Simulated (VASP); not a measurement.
# Ga (Pm-3m) in VASP: a series of runs

The runs below take Ga through single point, with BLYP.

All numbers are computed with VASP 6.6.1; they aren't measurements. Logs are shortened: lines on timing, memory, paths and dates and some standing lists are left out, and cuts for length are marked.

### 1 The cell of the first run

Symmetry: Pm-3m, No. 221, cubic system. The conventional cell has a = 2.713 Å, b = 2.713 Å, c = 2.713 Å, α = 90.00°, β = 90.00°, γ = 90.00°. Within 3.6 Å of Ga (site symmetry m-3m) lie 6 Ga at 2.71 Å.

### 2 Single point, BLYP (volume scaled by 0.88)

File INCAR:

```
SYSTEM = Ga
AGGAC = 1.0
AGGAX = 1.0
ALDAC = 0.0
ALDAX = 1.0
ALGO = Normal
EDIFF = 1E-7
ENCUT = 520
GGA = B5
ISIF = 2
ISMEAR = -1
LASPH = .TRUE.
LCHARG = .FALSE.
LREAL = .FALSE.
LWAVE = .FALSE.
NBANDS = 12
NELM = 60
PREC = Accurate
SIGMA = 0.1
```

File KPOINTS:

```
k-points
0
G
  13 13 13
  0 0 0
```

File POSCAR:

```
Ga
1.0
    2.7128215675      0.0000000000      0.0000000000
    0.0000000000      2.7128215675      0.0000000000
    0.0000000000      0.0000000000      2.7128215675
Ga
1
Direct
    0.0000000000      0.0000000000      0.0000000000
```

Potentials or basis: VASP PAW PBE potentials, release 64 (Ga_d).

Started as:

```sh
> cat potpaw_PBE.64/Ga_d/POTCAR > POTCAR
> mpirun -np 1 vasp_std > vasp.out
```

OUTCAR:

```text
SYSTEM = Ga
   EDIFF = 1E-7
   ENCUT = 520
   GGA = B5
   ISIF = 2
   ISMEAR = -1
   LASPH = .TRUE.
   LREAL = .FALSE.
   NELM = 60
   PREC = Accurate

 ion  position               nearest neighbor table
   1  0.000  0.000  0.000-

  LATTYP: Found a simple cubic cell.
 ALAT       =     2.7128215675

  Lattice vectors:

 A1 = (   2.7128215675,   0.0000000000,   0.0000000000)
 A2 = (   0.0000000000,   2.7128215675,   0.0000000000)
 A3 = (   0.0000000000,   0.0000000000,   2.7128215675)

Analysis of symmetry for initial positions (statically):
=====================================================================
 Subroutine PRICEL returns:
 Original cell was already a primitive cell.

 Routine SETGRP: Setting up the symmetry group for a
 simple cubic supercell.

 Subroutine GETGRP returns: Found 48 space group operations
 (whereof 48 operations were pure point group operations)
 out of a pool of 48 trial point group operations.

The static configuration has the point symmetry O_h .

Analysis of symmetry for dynamics (positions and initial velocities):
=====================================================================
 Subroutine PRICEL returns:
 Original cell was already a primitive cell.

 Routine SETGRP: Setting up the symmetry group for a
 simple cubic supercell.

 Subroutine GETGRP returns: Found 48 space group operations
 (whereof 48 operations were pure point group operations)
 out of a pool of 48 trial point group operations.

The dynamic configuration has the point symmetry O_h .

 Subroutine INISYM returns: Found 48 space group operations
 (whereof 48 operations are pure point group operations),
 and found     1 'primitive' translations

----------------------------------------------------------------------------------------

                                     Primitive cell

  volume of cell :      19.9647

  direct lattice vectors                    reciprocal lattice vectors
     2.712821567  0.000000000  0.000000000     0.368619894  0.000000000  0.000000000
     0.000000000  2.712821567  0.000000000     0.000000000  0.368619894  0.000000000
     0.000000000  0.000000000  2.712821567     0.000000000  0.000000000  0.368619894

  length of vectors
     2.712821567  2.712821567  2.712821567     0.368619894  0.368619894  0.368619894

  position of ions in fractional coordinates (direct lattice)
     0.000000000  0.000000000  0.000000000

  ion indices of the primitive-cell ions
   primitive index   ion index
                 1           1

----------------------------------------------------------------------------------------

 KPOINTS: k-points

Automatic generation of k-mesh.
 Grid dimensions read from file:
 generate k-points for:   13   13   13

 Generating k-lattice:

  Cartesian coordinates                     Fractional coordinates (reciprocal lattice)
     0.028355376  0.000000000  0.000000000     0.076923077  0.000000000  0.000000000
     0.000000000  0.028355376  0.000000000     0.000000000  0.076923077  0.000000000
     0.000000000  0.000000000  0.028355376     0.000000000  0.000000000  0.076923077

  Length of vectors
     0.028355376  0.028355376  0.028355376

  Shift w.r.t. Gamma in fractional coordinates (k-lattice)
     0.000000000  0.000000000  0.000000000

 Subroutine IBZKPT returns following result:
 ===========================================

 Found     84 irreducible k-points:

 Following reciprocal coordinates:
            Coordinates               Weight
  0.000000  0.000000  0.000000      1.000000
  0.076923  0.000000  0.000000      6.000000
  0.153846  0.000000  0.000000      6.000000
  0.230769  0.000000  0.000000      6.000000
  0.307692  0.000000  0.000000      6.000000
  0.384615  0.000000  0.000000      6.000000
[... 16 lines left out ...]
  0.307692  0.307692  0.000000     12.000000
  0.384615  0.307692  0.000000     24.000000
 [... further k-points ...]
   k-points           NKPTS =     84   k-points in BZ     NKDIM =     84   number of bands    NBANDS=     12
   number of dos      NEDOS =    301   number of ions     NIONS =      1
   total plane-waves  NPLWV =   8000
   dimension x,y,z NGX =    20 NGY =   20 NGZ =   20
   dimension x,y,z NGXF=    40 NGYF=   40 NGZF=   40
   ions per type =               1
   NGX,Y,Z   is equivalent  to a cutoff of  12.26, 12.26, 12.26 a.u.
   NGXF,Y,Z  is equivalent  to a cutoff of  24.51, 24.51, 24.51 a.u.
 SYSTEM =  Ga
   PREC   = accura    normal or accurate (medium, high low for compatibility)
   ISTART =      0    job   : 0-new  1-cont  2-samecut
   ICHARG =      2    charge: 1-file 2-atom 10-const
   ISPIN  =      1    spin polarized calculation?
   LNONCOLLINEAR =      F non collinear calculations
   LSORBIT =      F    spin-orbit coupling
   LASPH  =      T    aspherical Exc in radial PAW
   ENCUT  =  520.0 eV  38.22 Ry    6.18 a.u.   5.04  5.04  5.04*2*pi/ulx,y,z
   NELM   =     60;   NELMIN=  2; NELMDL= -5     # of ELM steps
   EDIFF  = 0.1E-06   stopping-criterion for ELM
   LREAL  =      F    real-space projection
   EDIFFG = 0.1E-05   stopping-criterion for IOM
   NSW    =      0    number of steps for IOM
   IBRION =     -1    ionic relax: 0-MD 1-quasi-New 2-CG
   NFREE  =      0    steps in history (QN), initial steepest desc. (CG)
   ISIF   =      2    stress and relaxation
   ISYM   =      2    0-nonsym 1-usesym 2-fastsym
   POTIM  = 0.5000    time-step for ionic-motion
   TEBEG  =    0.0;   TEEND  =   0.0 temperature during run
   PSTRESS=    0.0 pullay stress
   NELECT =      13.0000    total number of electrons
   NUPDOWN=      -1.0000    fix difference up-down
   EMIN   =  10.00;   EMAX   =-10.00  energy-range for DOS
   EFERMI =   0.00;   METHOD = LEGACY
   ISMEAR =    -1;   SIGMA  =   0.10  broadening in eV -4-tet -1-fermi 0-gaus
   EFERMI_NEDOS =   21; number of points for ismear=-14 and -15
   IALGO  =     38    algorithm
   IMIX   =      4    mixing-type and parameters
     AMIX     =   0.40;   BMIX     =  1.00
     AMIX_MAG =   1.60;   BMIX_MAG =  1.00
  volume/ion in A,a.u.               =      19.96       134.73
  Fermi-wavevector in a.u.,A,eV,Ry     =   1.418953  2.681433 27.394351  2.013428
  Thomas-Fermi vector in A             =   2.540025
   LORBIT       =      0    0 simple, 1 ext, 2 COOP (PROOUT), +10 PAW based schemes
   GGA     = B5    functional components
   LHFCALC =     F    Hartree Fock is set to
   AEXX    =    0.0000 exact exchange contribution
   IVDW    =     0    specifies the selected vdW correction
   LEPSILON=     F    determine dielectric tensor
   LRPA    =     F    only Hartree local field effects (RPA)
 non-spin polarized calculation
  energy-cutoff  :      520.00
  volume of cell :       19.96
 maximum number of plane-waves:       552
   NGX = 11   NGY = 11   NGZ = 11

 number of electron      13.0000026 magnetization

 Free energy of the ion-electron system (eV)
  ---------------------------------------------------
  ext. energy  EPLUGINS =         0.00000000
  ---------------------------------------------------
  free energy    TOTEN  =        -2.10385509 eV

  energy without entropy =       -2.08415986  energy(sigma->0) =       -2.09400747

 E-fermi :   5.2693     XC(G=0): -10.0666

 val. band max:        5.2637833001   @ k =   0.3077   0.0769   0.0000
 cond. band min:       5.3042510734   @ k =   0.3846   0.3077   0.1538
 fundamental gap:      0.0404677732
 Fermi energy:         5.2693443660

 k-point     1 :       0.0000    0.0000    0.0000
  band No.  band energies     occupation
      1      -9.9626      2.00000
      2      -9.9626      2.00000
      3      -9.4406      2.00000
      4      -9.4406      2.00000
      5      -9.4406      2.00000
      6      -5.3407      2.00000
      7      14.1187      0.00000
      8      14.1187      0.00000
      9      14.1187      0.00000
     10      17.3406      0.00000
     11      17.3406      0.00000
     12      20.1086      0.00000

 k-point     2 :       0.0769    0.0000    0.0000
  band No.  band energies     occupation
      1      -9.9603      2.00000
      2      -9.9422      2.00000
      3      -9.4489      2.00000
      4      -9.4489      2.00000
      5      -9.4399      2.00000
      6      -5.2212      2.00000
      7      12.4617      0.00000
      8      14.2423      0.00000
      9      14.2423      0.00000
     10      17.4418      0.00000
     11      18.5365      0.00000
     12      20.8610      0.00000

 k-point     3 :       0.1538    0.0000    0.0000
  band No.  band energies     occupation
      1      -9.9541      2.00000
      2      -9.8869      2.00000
      3      -9.4719      2.00000
      4      -9.4719      2.00000
      5      -9.4380      2.00000
      6      -4.8608      2.00000
      7       9.9185      0.00000
      8      14.6065      0.00000
      9      14.6065      0.00000
     10      17.7455      0.00000
     11      19.3811      0.00000
     12      23.4123      0.00000
[... 286 lines left out ...]
 k-point    23 :       0.3077    0.3077    0.0000
  band No.  band energies     occupation
      1      -9.8257      2.00000
      2      -9.6862      2.00000
      3      -9.5415      2.00000
      4      -9.5282      2.00000
      5      -9.5234      2.00000
      6      -1.5304      2.00000
      7       6.3526      0.00004
      8       7.6455      0.00000
      9      15.9399      0.00000
     10      17.7827      0.00000
     11      21.6679      0.00000
     12      27.5890      0.00000

 k-point    24 :       0.3846    0.3077    0.0000
  band No.  band energies     occupation
      1      -9.8101      2.00000
      2      -9.7275      2.00000
      3      -9.5527      2.00000
      4      -9.5222      2.00000
      5      -9.4717      2.00000
      6      -0.5075      2.00000
      7       4.8397      1.97313
      8       8.0254      0.00000
      9      14.1747      0.00000
     10      18.6057      0.00000
     11      22.5792      0.00000
     12      26.1784      0.00000

 [... further k-points ...]
[... 5 lines left out ...]
  --------------------------------------------------------------------------------------
  -------------------------------------------------------------------------------------
  Total        0.6326515      0.6326515      0.6326515     -0.0000000      0.0000000     -0.0000000
  in kB       50.7704991     50.7704991     50.7704991     -0.0000000      0.0000000     -0.0000000
  external PRESSURE =      50.7704991 kB  Pullay stress =       0.0000000 kB

 VOLUME and BASIS-vectors are now :
 -----------------------------------------------------------------------------
  energy-cutoff  :      520.00
  volume of cell :       19.96
      direct lattice vectors                 reciprocal lattice vectors
     2.712821567  0.000000000  0.000000000     0.368619894  0.000000000  0.000000000
     0.000000000  2.712821567  0.000000000     0.000000000  0.368619894  0.000000000
     0.000000000  0.000000000  2.712821567     0.000000000  0.000000000  0.368619894

 POSITION                                       TOTAL-FORCE (eV/Angst)
 -----------------------------------------------------------------------------------
      0.00000      0.00000      0.00000         0.000000      0.000000      0.000000
 -----------------------------------------------------------------------------------
    total drift:                               -0.000000     -0.000000     -0.000000

  FREE ENERGIE OF THE ION-ELECTRON SYSTEM (eV)
  ---------------------------------------------------
  free  energy   TOTEN  =        -2.1038550924 eV

  energy  without entropy=       -2.0841598556  energy(sigma->0) =       -2.09400747
```

It took 17 s on 1 thread of AMD EPYC 7R13 (Zen 3), shared host; peak memory 0.1 GiB.

Results:

- Free energy: -2.1039 eV
- Pressure: 5.1 GPa

Caveat: the PAW data sets were made with another functional, which shifts forces and pressure a little.

### 3 Single point, BLYP (volume scaled by 0.92)

File INCAR:

```
PREC = Accurate
ENCUT = 520
EDIFF = 1E-6
ISMEAR = -1
SIGMA = 0.1
LREAL = False
LASPH = True
NELM = 60
ALGO = Normal
ISIF = 2
LWAVE = False
LCHARG = False
GGA = B5
ALDAX = 1.0
AGGAX = 1.0
AGGAC = 1.0
ALDAC = 0.0
NBANDS = 12
```

File KPOINTS:

```
regular mesh
0
Gamma
  13 13 13
```

File POSCAR:

```
Ga
1.0
    2.7533174120      0.0000000000      0.0000000000
    0.0000000000      2.7533174120      0.0000000000
    0.0000000000      0.0000000000      2.7533174120
Ga
1
Direct
    0.0000000000      0.0000000000      0.0000000000
```

Potentials or basis: VASP PAW PBE potentials, release 64 (Ga_d).

Started as:

```sh
> cat potpaw_PBE.64/Ga_d/POTCAR > POTCAR
> mpirun -np 1 vasp_std > vasp.out
```

OUTCAR:

```text
PREC = Accurate
   ENCUT = 520
   EDIFF = 1E-6
   ISMEAR = -1
   LREAL = False
   LASPH = True
   NELM = 60
   ISIF = 2
   GGA = B5

 ion  position               nearest neighbor table
   1  0.000  0.000  0.000-

  LATTYP: Found a simple cubic cell.
 ALAT       =     2.7533174120

  Lattice vectors:

 A1 = (   2.7533174120,   0.0000000000,   0.0000000000)
 A2 = (   0.0000000000,   2.7533174120,   0.0000000000)
 A3 = (   0.0000000000,   0.0000000000,   2.7533174120)

Analysis of symmetry for initial positions (statically):
=====================================================================
 Subroutine PRICEL returns:
 Original cell was already a primitive cell.

 Routine SETGRP: Setting up the symmetry group for a
 simple cubic supercell.

 Subroutine GETGRP returns: Found 48 space group operations
 (whereof 48 operations were pure point group operations)
 out of a pool of 48 trial point group operations.

The static configuration has the point symmetry O_h .

Analysis of symmetry for dynamics (positions and initial velocities):
=====================================================================
 Subroutine PRICEL returns:
 Original cell was already a primitive cell.

 Routine SETGRP: Setting up the symmetry group for a
 simple cubic supercell.

 Subroutine GETGRP returns: Found 48 space group operations
 (whereof 48 operations were pure point group operations)
 out of a pool of 48 trial point group operations.

The dynamic configuration has the point symmetry O_h .

 Subroutine INISYM returns: Found 48 space group operations
 (whereof 48 operations are pure point group operations),
 and found     1 'primitive' translations

----------------------------------------------------------------------------------------
[... 113 lines left out ...]
  Fermi-wavevector in a.u.,A,eV,Ry     =   1.398083  2.641994 26.594444  1.954636
  Thomas-Fermi vector in A             =   2.521276
   LORBIT       =      0    0 simple, 1 ext, 2 COOP (PROOUT), +10 PAW based schemes
   GGA     = B5    functional components
   LHFCALC =     F    Hartree Fock is set to
   AEXX    =    0.0000 exact exchange contribution
   IVDW    =     0    specifies the selected vdW correction
   LEPSILON=     F    determine dielectric tensor
   LRPA    =     F    only Hartree local field effects (RPA)
 non-spin polarized calculation
  energy-cutoff  :      520.00
  volume of cell :       20.87
 maximum number of plane-waves:       587
   NGX = 11   NGY = 11   NGZ = 11

 number of electron      13.0000004 magnetization

 Free energy of the ion-electron system (eV)
  ---------------------------------------------------
  ext. energy  EPLUGINS =         0.00000000
  ---------------------------------------------------
  free energy    TOTEN  =        -2.12636114 eV

  energy without entropy =       -2.10531783  energy(sigma->0) =       -2.11583948

 E-fermi :   4.9038     XC(G=0):  -9.8509

 val. band max:        4.8999521444   @ k =   0.3846   0.3846   0.0000
 cond. band min:       4.9457987932   @ k =   0.3846   0.3077   0.1538
 fundamental gap:      0.0458466488
 Fermi energy:         4.9037735252

 k-point     1 :       0.0000    0.0000    0.0000
  band No.  band energies     occupation
      1     -10.2721      2.00000
      2     -10.2721      2.00000
      3      -9.8026      2.00000
      4      -9.8026      2.00000
      5      -9.8026      2.00000
      6      -5.4199      2.00000
      7      13.4459      0.00000
      8      13.4459      0.00000
      9      13.4459      0.00000
     10      16.6903      0.00000
     11      16.6903      0.00000
     12      19.2145      0.00000
[... 331 lines left out ...]
 k-point    24 :       0.3846    0.3077    0.0000
  band No.  band energies     occupation
      1     -10.1333      2.00000
      2     -10.0572      2.00000
      3      -9.9032      2.00000
      4      -9.8758      2.00000
      5      -9.8281      2.00000
      6      -0.7768      2.00000
      7       4.4990      1.96569
      8       7.5223      0.00000
      9      13.6312      0.00000
     10      17.6989      0.00000
     11      21.7621      0.00000
     12      25.2540      0.00000

 [... further k-points ...]

------------------------ aborting loop because EDIFF is reached ----------------------------------------

  FORCE on cell =-STRESS in cart. coord.  units (eV):
  Direction    XX          YY          ZZ          XY          YZ          ZX
  --------------------------------------------------------------------------------------
  -------------------------------------------------------------------------------------
  Total        0.3717410      0.3717410      0.3717410      0.0000000      0.0000000      0.0000000
  in kB       28.5352827     28.5352827     28.5352827      0.0000000      0.0000000      0.0000000
  external PRESSURE =      28.5352827 kB  Pullay stress =       0.0000000 kB

 VOLUME and BASIS-vectors are now :
 -----------------------------------------------------------------------------
  energy-cutoff  :      520.00
  volume of cell :       20.87
      direct lattice vectors                 reciprocal lattice vectors
     2.753317412  0.000000000  0.000000000     0.363198226  0.000000000  0.000000000
     0.000000000  2.753317412  0.000000000     0.000000000  0.363198226  0.000000000
     0.000000000  0.000000000  2.753317412     0.000000000  0.000000000  0.363198226

 POSITION                                       TOTAL-FORCE (eV/Angst)
 -----------------------------------------------------------------------------------
      0.00000      0.00000      0.00000         0.000000      0.000000      0.000000
 -----------------------------------------------------------------------------------
    total drift:                               -0.000000     -0.000000     -0.000000

  FREE ENERGIE OF THE ION-ELECTRON SYSTEM (eV)
  ---------------------------------------------------
  free  energy   TOTEN  =        -2.1263611406 eV

  energy  without entropy=       -2.1053178280  energy(sigma->0) =       -2.11583948
```

OSZICAR:

```text
N       E                     dE             d eps       ncg     rms          rms(c)
DAV:   1     0.462490380219E+02    0.46249E+02   -0.66402E+03  2116   0.182E+03
DAV:   2     0.265273008359E+00   -0.45984E+02   -0.44550E+02  2160   0.266E+02
DAV:   3    -0.211531231023E+01   -0.23806E+01   -0.23742E+01  2372   0.490E+01
DAV:   4    -0.213737194971E+01   -0.22060E-01   -0.22057E-01  2228   0.505E+00
DAV:   5    -0.213763771547E+01   -0.26577E-03   -0.26576E-03  2392   0.524E-01    0.847E-01
DAV:   6    -0.212444094559E+01    0.13197E-01   -0.39933E-02  2456   0.383E+00    0.399E-01
DAV:   7    -0.212570286330E+01   -0.12619E-02   -0.56138E-03  2604   0.117E+00    0.139E-01
DAV:   8    -0.212637565738E+01   -0.67279E-03   -0.11461E-03  2160   0.452E-01    0.218E-02
DAV:   9    -0.212636022593E+01    0.15431E-04   -0.24465E-05  2476   0.531E-02    0.362E-03
DAV:  10    -0.212636114056E+01   -0.91463E-06   -0.23928E-06  2196   0.167E-02
   1 F= -.21263611E+01 E0= -.21158395E+01  d E =-.210433E-01
```

stdout:

```text
POSCAR found type information on POSCAR Ga
 POSCAR found :  1 types and       1 ions
 scaLAPACK will be used
 -----------------------------------------------------------------------------
|                                                                             |
|                                                                             |
|     You enforced a specific xc type in the INCAR file but a different       |
|     I HOPE YOU KNOW WHAT YOU ARE DOING!                                     |
|                                                                             |
 -----------------------------------------------------------------------------

 LDA part: xc-table for (Slater(with rela. corr.)+VWN5), standard interpolation
 POSCAR, INCAR and KPOINTS ok, starting setup
 FFT: planning ... GRIDC
 FFT: planning ... GRID_SOFT
 FFT: planning ... GRID
 WAVECAR not read
 entering main loop
```

Run time: 15 s. Hardware: 1 thread of AMD EPYC 7R13 (Zen 3), shared host; peak memory 0.1 GiB.

What came out:

```yaml
Free_energy: -2.1264 eV
Pressure: 2.9 GPa
```

Caveat: the PAW data sets were made with another functional, which shifts forces and pressure a little.

(Part 1 of 2 ends here.)
